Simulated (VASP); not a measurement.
# SnTe (F-43m) in VASP: further runs

The runs below take SnTe through single point, with LDA.

Program: VASP 6.6.1. These are calculated values, not measurements. Logs are shortened: lines on timing, memory, paths and dates and some standing lists are left out, and cuts for length are marked.

**1. The cell of the first run**

It takes space group F-43m (No. 216, cubic). The conventional cell has a = 5.901 Å, b = 5.901 Å, c = 5.901 Å, α = 90.00°, β = 90.00°, γ = 90.00°. Sn (site symmetry -43m) has 4 Te at 2.56 Å within 3.4 Å. Te (site symmetry -43m) has 4 Sn at 2.56 Å within 3.4 Å.

**2. Single point, LDA**

File INCAR:

```
PREC = Accurate ; ENCUT = 520
EDIFF = 1E-6 ; ISMEAR = -1
SIGMA = 0.05 ; LREAL = False
LASPH = True ; NELM = 80
ALGO = Normal ; ISIF = 2
LWAVE = False ; LCHARG = True
LELF = True ; LVHAR = True
NBANDS = 17
```

File KPOINTS:

```
regular mesh
0
Gamma
  6 6 6
```

File POSCAR:

```
SnTe
1.0
    0.0000000000      2.9502609945      2.9502609945
    2.9502609945      0.0000000000      2.9502609945
    2.9502609945      2.9502609945      0.0000000000
Sn Te
1 1
Direct
    0.0000000000      0.0000000000      0.0000000000
    0.7500000000      0.7500000000      0.7500000000
```

Potentials or basis: VASP PAW LDA potentials, release 64 (Sn_d, Te).

Run with:

```bash
> cat potpaw_LDA.64/Sn_d/POTCAR potpaw_LDA.64/Te/POTCAR > POTCAR
> mpirun -np 1 vasp_std > vasp.out
```

OUTCAR:

```text
PREC = Accurate
   ENCUT = 520
   EDIFF = 1E-6
   ISMEAR = -1
   LREAL = False
   LASPH = True
   NELM = 80
   ISIF = 2

 ion  position               nearest neighbor table
   1  0.000  0.000  0.000-   2 2.56   2 2.56   2 2.56   2 2.56
   2  0.750  0.750  0.750-   1 2.56   1 2.56   1 2.56   1 2.56

  LATTYP: Found a face centered cubic cell.
 ALAT       =     5.9005219890

  Lattice vectors:

 A1 = (   0.0000000000,   2.9502609945,   2.9502609945)
 A2 = (   2.9502609945,   0.0000000000,   2.9502609945)
 A3 = (   2.9502609945,   2.9502609945,   0.0000000000)

Analysis of symmetry for initial positions (statically):
=====================================================================
 Subroutine PRICEL returns:
 Original cell was already a primitive cell.

 Routine SETGRP: Setting up the symmetry group for a
 face centered cubic supercell.

 Subroutine GETGRP returns: Found 24 space group operations
 (whereof 24 operations were pure point group operations)
 out of a pool of 48 trial point group operations.

The static configuration has the point symmetry T_d .

Analysis of symmetry for dynamics (positions and initial velocities):
=====================================================================
 Subroutine PRICEL returns:
 Original cell was already a primitive cell.

 Routine SETGRP: Setting up the symmetry group for a
 face centered cubic supercell.

 Subroutine GETGRP returns: Found 24 space group operations
 (whereof 24 operations were pure point group operations)
 out of a pool of 48 trial point group operations.

The dynamic configuration has the point symmetry T_d .

 Subroutine INISYM returns: Found 24 space group operations
 (whereof 24 operations are pure point group operations),
 and found     1 'primitive' translations

----------------------------------------------------------------------------------------

                                     Primitive cell

  volume of cell :      51.3584

  direct lattice vectors                    reciprocal lattice vectors
     0.000000000  2.950260994  2.950260994    -0.169476531  0.169476531  0.169476531
     2.950260994  0.000000000  2.950260994     0.169476531 -0.169476531  0.169476531
     2.950260994  2.950260994  0.000000000     0.169476531  0.169476531 -0.169476531

  length of vectors
     4.172299111  4.172299111  4.172299111     0.293541963  0.293541963  0.293541963

  position of ions in fractional coordinates (direct lattice)
     0.000000000  0.000000000  0.000000000
     0.750000000  0.750000000  0.750000000

  ion indices of the primitive-cell ions
   primitive index   ion index
                 1           1
                 2           2

----------------------------------------------------------------------------------------

 KPOINTS: regular mesh

Automatic generation of k-mesh.
 Grid dimensions read from file:
 generate k-points for:    6    6    6

 Generating k-lattice:

  Cartesian coordinates                     Fractional coordinates (reciprocal lattice)
    -0.028246089  0.028246089  0.028246089     0.166666667  0.000000000  0.000000000
     0.028246089 -0.028246089  0.028246089     0.000000000  0.166666667  0.000000000
     0.028246089  0.028246089 -0.028246089     0.000000000  0.000000000  0.166666667

  Length of vectors
     0.048923661  0.048923661  0.048923661

  Shift w.r.t. Gamma in fractional coordinates (k-lattice)
     0.000000000  0.000000000  0.000000000

 Subroutine IBZKPT returns following result:
 ===========================================

 Found     16 irreducible k-points:

 Following reciprocal coordinates:
            Coordinates               Weight
  0.000000  0.000000  0.000000      1.000000
  0.166667  0.000000  0.000000      8.000000
  0.333333  0.000000  0.000000      8.000000
  0.500000  0.000000  0.000000      4.000000
  0.166667  0.166667  0.000000      6.000000
  0.333333  0.166667  0.000000     24.000000
[... 8 lines left out ...]
 -0.333333  0.333333  0.166667     24.000000
 -0.333333  0.500000  0.166667     12.000000
   k-points           NKPTS =     16   k-points in BZ     NKDIM =     16   number of bands    NBANDS=     17
   number of dos      NEDOS =    301   number of ions     NIONS =      2
   total plane-waves  NPLWV =  32768
   dimension x,y,z NGX =    32 NGY =   32 NGZ =   32
   dimension x,y,z NGXF=    64 NGYF=   64 NGZF=   64
   ions per type =               1   1
   NGX,Y,Z   is equivalent  to a cutoff of  12.75, 12.75, 12.75 a.u.
   NGXF,Y,Z  is equivalent  to a cutoff of  25.50, 25.50, 25.50 a.u.
 SYSTEM =  unknown system
   PREC   = accura    normal or accurate (medium, high low for compatibility)
   ISTART =      0    job   : 0-new  1-cont  2-samecut
   ICHARG =      2    charge: 1-file 2-atom 10-const
   ISPIN  =      1    spin polarized calculation?
   LNONCOLLINEAR =      F non collinear calculations
   LSORBIT =      F    spin-orbit coupling
   LASPH  =      T    aspherical Exc in radial PAW
   ENCUT  =  520.0 eV  38.22 Ry    6.18 a.u.   7.76  7.76  7.76*2*pi/ulx,y,z
   NELM   =     80;   NELMIN=  2; NELMDL= -5     # of ELM steps
   EDIFF  = 0.1E-05   stopping-criterion for ELM
   LREAL  =      F    real-space projection
   EDIFFG = 0.1E-04   stopping-criterion for IOM
   NSW    =      0    number of steps for IOM
   IBRION =     -1    ionic relax: 0-MD 1-quasi-New 2-CG
   NFREE  =      0    steps in history (QN), initial steepest desc. (CG)
   ISIF   =      2    stress and relaxation
   ISYM   =      2    0-nonsym 1-usesym 2-fastsym
   POTIM  = 0.5000    time-step for ionic-motion
   TEBEG  =    0.0;   TEEND  =   0.0 temperature during run
   PSTRESS=    0.0 pullay stress
   NELECT =      20.0000    total number of electrons
   NUPDOWN=      -1.0000    fix difference up-down
   EMIN   =  10.00;   EMAX   =-10.00  energy-range for DOS
   EFERMI =   0.00;   METHOD = LEGACY
   ISMEAR =    -1;   SIGMA  =   0.05  broadening in eV -4-tet -1-fermi 0-gaus
   EFERMI_NEDOS =   21; number of points for ismear=-14 and -15
   IALGO  =     38    algorithm
   IMIX   =      4    mixing-type and parameters
     AMIX     =   0.40;   BMIX     =  1.00
     AMIX_MAG =   1.60;   BMIX_MAG =  1.00
  volume/ion in A,a.u.               =      25.68       173.29
  Fermi-wavevector in a.u.,A,eV,Ry     =   1.195495  2.259158 19.445556  1.429208
  Thomas-Fermi vector in A             =   2.331459
   LORBIT       =      0    0 simple, 1 ext, 2 COOP (PROOUT), +10 PAW based schemes
   GGA     = CA    functional components
   LHFCALC =     F    Hartree Fock is set to
   AEXX    =    0.0000 exact exchange contribution
   IVDW    =     0    specifies the selected vdW correction
   LEPSILON=     F    determine dielectric tensor
   LRPA    =     F    only Hartree local field effects (RPA)
 non-spin polarized calculation
  energy-cutoff  :      520.00
  volume of cell :       51.36
 maximum number of plane-waves:      1411
   NGX = 15   NGY = 15   NGZ = 15

 number of electron      20.0000000 magnetization

 Free energy of the ion-electron system (eV)
  ---------------------------------------------------
  ext. energy  EPLUGINS =         0.00000000
  ---------------------------------------------------
  free energy    TOTEN  =        -5.17840433 eV

  energy without entropy =       -5.15347398  energy(sigma->0) =       -5.16593916

 E-fermi :  10.0670     XC(G=0): -10.4491

 val. band max:       10.0554612860   @ k =  -0.3333   0.5000   0.1667
 cond. band min:      10.0704200434   @ k =  -0.3333   0.5000   0.1667
 fundamental gap:      0.0149587574
 Fermi energy:        10.0670152902

 k-point     1 :       0.0000    0.0000    0.0000
  band No.  band energies     occupation
      1     -12.8526      2.00000
      2     -12.8526      2.00000
      3     -12.8526      2.00000
      4     -12.7317      2.00000
      5     -12.7317      2.00000
      6      -6.1357      2.00000
[... 9 lines left out ...]
     16      16.5416      0.00000
     17      17.1926      0.00000

 k-point     2 :       0.1667    0.0000    0.0000
  band No.  band energies     occupation
      1     -12.8624      2.00000
      2     -12.8466      2.00000
      3     -12.8466      2.00000
      4     -12.7322      2.00000
      5     -12.7322      2.00000
      6      -5.8264      2.00000
[... 9 lines left out ...]
     16      15.4193      0.00000
     17      16.7233      0.00000

 k-point     3 :       0.3333    0.0000    0.0000
  band No.  band energies     occupation
      1     -12.8819      2.00000
      2     -12.8355      2.00000
      3     -12.8355      2.00000
      4     -12.7322      2.00000
      5     -12.7322      2.00000
      6      -5.0132      2.00000
[... 9 lines left out ...]
     16      15.8907      0.00000
     17      19.4845      0.00000

 k-point     4 :       0.5000    0.0000    0.0000
  band No.  band energies     occupation
      1     -12.8917      2.00000
      2     -12.8306      2.00000
      3     -12.8306      2.00000
      4     -12.7315      2.00000
      5     -12.7315      2.00000
      6      -4.3968      2.00000
[... 9 lines left out ...]
     16      17.5793      0.00000
     17      18.9414      0.00000

 k-point     5 :       0.1667    0.1667    0.0000
  band No.  band energies     occupation
      1     -12.8722      2.00000
      2     -12.8408      2.00000
      3     -12.8408      2.00000
      4     -12.7359      2.00000
      5     -12.7295      2.00000
      6      -5.7209      2.00000
[... 9 lines left out ...]
     16      16.8537      0.00000
     17      18.0487      0.00000

 k-point     6 :       0.3333    0.1667    0.0000
  band No.  band energies     occupation
      1     -12.8890      2.00000
      2     -12.8312      2.00000
      3     -12.8293      2.00000
      4     -12.7387      2.00000
      5     -12.7285      2.00000
      6      -5.0570      2.00000
[... 9 lines left out ...]
     16      16.9887      0.00000
     17      18.8087      0.00000

 k-point     7 :       0.5000    0.1667    0.0000
  band No.  band energies     occupation
      1     -12.8982      2.00000
      2     -12.8262      2.00000
      3     -12.8236      2.00000
      4     -12.7367      2.00000
      5     -12.7300      2.00000
      6      -4.2526      2.00000
[... 9 lines left out ...]
     16      17.6899      0.00000
     17      18.9634      0.00000

 k-point     8 :      -0.3333    0.1667    0.0000
  band No.  band energies     occupation
      1     -12.8930      2.00000
      2     -12.8284      2.00000
      3     -12.8275      2.00000
      4     -12.7337      2.00000
      5     -12.7328      2.00000
      6      -4.4843      2.00000
[... 9 lines left out ...]
     16      17.6606      0.00000
     17      19.3383      0.00000

 k-point     9 :      -0.1667    0.1667    0.0000
  band No.  band energies     occupation
      1     -12.8770      2.00000
      2     -12.8399      2.00000
      3     -12.8353      2.00000
      4     -12.7347      2.00000
      5     -12.7310      2.00000
      6      -5.3383      2.00000
[... 9 lines left out ...]
     16      16.6099      0.00000
     17      18.2957      0.00000

 k-point    10 :       0.3333    0.3333    0.0000
  band No.  band energies     occupation
      1     -12.9091      2.00000
      2     -12.8168      2.00000
      3     -12.8168      2.00000
      4     -12.7460      2.00000
      5     -12.7253      2.00000
      6      -4.5828      2.00000
[... 9 lines left out ...]
     16      18.9612      0.00000
     17      20.5150      0.00000

 k-point    11 :       0.5000    0.3333    0.0000
  band No.  band energies     occupation
      1     -12.9163      2.00000
      2     -12.8127      2.00000
      3     -12.8106      2.00000
      4     -12.7467      2.00000
      5     -12.7258      2.00000
      6      -3.8608      2.00000
[... 9 lines left out ...]
     16      19.0789      0.00000
     17      19.7951      0.00000

 k-point    12 :      -0.3333    0.3333    0.0000
  band No.  band energies     occupation
      1     -12.9073      2.00000
      2     -12.8191      2.00000
      3     -12.8158      2.00000
      4     -12.7400      2.00000
      5     -12.7307      2.00000
      6      -3.8026      2.00000
[... 9 lines left out ...]
     16      19.8372      0.00000
     17      20.2084      0.00000

 k-point    13 :       0.5000    0.5000    0.0000
  band No.  band energies     occupation
      1     -12.9267      2.00000
      2     -12.8045      2.00000
      3     -12.8045      2.00000
      4     -12.7517      2.00000
      5     -12.7232      2.00000
      6      -3.5710      2.00000
[... 9 lines left out ...]
     16      19.1520      0.00000
     17      19.1521      0.00000

 k-point    14 :       0.5000    0.3333    0.1667
  band No.  band energies     occupation
      1     -12.9026      2.00000
      2     -12.8240      2.00000
      3     -12.8179      2.00000
      4     -12.7410      2.00000
      5     -12.7286      2.00000
      6      -4.3314      2.00000
[... 9 lines left out ...]
     16      19.0464      0.00000
     17      19.1369      0.00000

 k-point    15 :      -0.3333    0.3333    0.1667
  band No.  band energies     occupation
      1     -12.9070      2.00000
      2     -12.8228      2.00000
      3     -12.8126      2.00000
      4     -12.7399      2.00000
      5     -12.7306      2.00000
      6      -3.8015      2.00000
[... 9 lines left out ...]
     16      18.6993      0.00000
     17      19.0644      0.00000

 k-point    16 :      -0.3333    0.5000    0.1667
  band No.  band energies     occupation
      1     -12.9163      2.00000
      2     -12.8161      2.00000
      3     -12.8060      2.00000
      4     -12.7455      2.00000
      5     -12.7277      2.00000
      6      -3.5347      2.00000
[... 9 lines left out ...]
     16      19.2037      0.00000
     17      19.2491      0.00000

------------------------ aborting loop because EDIFF is reached ----------------------------------------

  FORCE on cell =-STRESS in cart. coord.  units (eV):
  Direction    XX          YY          ZZ          XY          YZ          ZX
  --------------------------------------------------------------------------------------
  -------------------------------------------------------------------------------------
  Total       12.8327166     12.8327166     12.8327166      0.0000000      0.0000000      0.0000000
  in kB      400.3297612    400.3297612    400.3297612      0.0000000      0.0000000      0.0000000
  external PRESSURE =     400.3297612 kB  Pullay stress =       0.0000000 kB

 VOLUME and BASIS-vectors are now :
 -----------------------------------------------------------------------------
  energy-cutoff  :      520.00
  volume of cell :       51.36
      direct lattice vectors                 reciprocal lattice vectors
     0.000000000  2.950260994  2.950260994    -0.169476531  0.169476531  0.169476531
     2.950260994  0.000000000  2.950260994     0.169476531 -0.169476531  0.169476531
     2.950260994  2.950260994  0.000000000     0.169476531  0.169476531 -0.169476531

 POSITION                                       TOTAL-FORCE (eV/Angst)
 -----------------------------------------------------------------------------------
      0.00000      0.00000      0.00000        -0.000000     -0.000000      0.000000
      4.42539      4.42539      4.42539         0.000000      0.000000     -0.000000
 -----------------------------------------------------------------------------------
    total drift:                                0.000000      0.000000      0.000000

  FREE ENERGIE OF THE ION-ELECTRON SYSTEM (eV)
  ---------------------------------------------------
  free  energy   TOTEN  =        -5.1784043330 eV

  energy  without entropy=       -5.1534739825  energy(sigma->0) =       -5.16593916
```

Wall time 4.5 s (1 thread of Intel Xeon 6975P-C (Granite Rapids), shared host); peak memory 0.15 GiB.

What came out:

```yaml
Free_energy: -5.1784 eV
Pressure: 40.0 GPa
Band_gap_on_the_k_mesh: zero (band 10 reaches 10.23 eV, above the bottom of band 11 at 8.44 eV)
```

Levels at points of the mesh, in eV from the Fermi level:
```csv
k point,band 6,band 7,band 8,band 9,band 10,band 11,band 12,band 13,band 14,band 15
"(0.00, 0.00, 0.00)",-16.20,-3.48,-3.48,-3.48,-2.88,0.08,0.08,0.08,3.68,6.47
"(0.50, 0.00, 0.00)",-14.46,-10.18,-4.72,-4.72,-2.37,1.17,1.17,3.92,6.79,7.51
"(0.50, 0.50, 0.00)",-13.64,-10.58,-6.23,-6.23,-1.66,-1.62,6.48,6.48,7.48,8.65
```

Caveat: spin-orbit coupling is left out, which moves the levels of the heavy elements.

**3. Single point, LDA**

This run uses another cell than the first one, of 27.63 Å³/atom, 1.076 times its volume.

File INCAR:

```
SYSTEM = SnTe
  PREC = Accurate
  ENCUT = 520
  EDIFF = 1E-6
  ISMEAR = -1
  SIGMA = 0.05
  LREAL = .FALSE.
  LASPH = .TRUE.
  NELM = 60
  ALGO = Normal
  ISIF = 2
  LWAVE = .FALSE.
  LCHARG = .TRUE.
  GGA = CA
  LELF = .TRUE.
  LVHAR = .TRUE.
  NBANDS = 17
```

File KPOINTS:

```
regular mesh
0
G
  6 6 6
  0 0 0
```

File POSCAR:

```
SnTe
1.0
    0.0000000000      3.0233299226      3.0233299226
    3.0233299226      0.0000000000      3.0233299226
    3.0233299226      3.0233299226      0.0000000000
Sn Te
1 1
Direct
    0.0000000000      0.0000000000      0.0000000000
    0.7500000000      0.7500000000      0.7500000000
```

Potentials or basis: VASP PAW LDA potentials, release 64 (Sn_d, Te).

Run with:

```bash
> cat potpaw_LDA.64/Sn_d/POTCAR potpaw_LDA.64/Te/POTCAR > POTCAR
> mpirun -np 1 vasp_std > vasp.out
```

Run time: 4.3 s. Hardware: 1 thread of Intel Xeon 6975P-C (Granite Rapids), shared host; peak memory 0.15 GiB.

The run converged. Its results:

```
Free energy            : -6.0275 eV
Pressure               : 30.0 GPa
Band gap on the k mesh : zero (band 10 reaches 9.07 eV, above the bottom of band 11 at 7.57 eV)
```

Levels at points of the mesh, in eV from the Fermi level:
```tsv
k point	band 7	band 8	band 9	band 10	band 11	band 12	band 13	band 14
(0.00, 0.00, 0.00)	-3.34	-3.34	-3.34	-3.31	0.19	0.19	0.19	3.68
(0.50, 0.00, 0.00)	-9.67	-4.46	-4.46	-2.45	1.25	1.25	4.04	6.43
(0.50, 0.50, 0.00)	-10.10	-5.82	-5.82	-1.48	-1.45	6.08	6.08	7.01
```

Caveat: spin-orbit coupling is left out, which moves the levels of the heavy elements.

(Part 1 of 2 ends here.)
